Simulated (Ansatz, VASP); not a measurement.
## Two plane-wave programs on Y

```
Y
1.0
     3.31934    0.00000    0.00000
     0.00000    3.31934    0.00000
     0.00000    0.00000    3.31934
Y
1
Direct
  0.00000 0.00000 0.00000
```

Change from the starting cell: volume scaled by 1.05, PAW files.

Alike in both runs: task electric field gradients; functional PBE; k mesh 11 × 11 × 11; occupations fermi-dirac, width 0.08 eV; no spin polarisation.

|  | VASP | Ansatz |
| --- | --- | --- |
| version | VASP 6.6.1 | Ansatz 0.2.0 |
| potentials or method | VASP PAW PBE potentials, release 64 (Y_sv) | PAW with Ansatz's default frozen-core files, scalar-relativistic |
| plane-wave cutoff (eV) | 520 | 420 |
| valence electrons in the cell | 11 | 11 |

|  | VASP | Ansatz | Ansatz less VASP |
| --- | --- | --- | --- |
| pressure (GPa) | -1.2 | -1.2 | +0.03 |
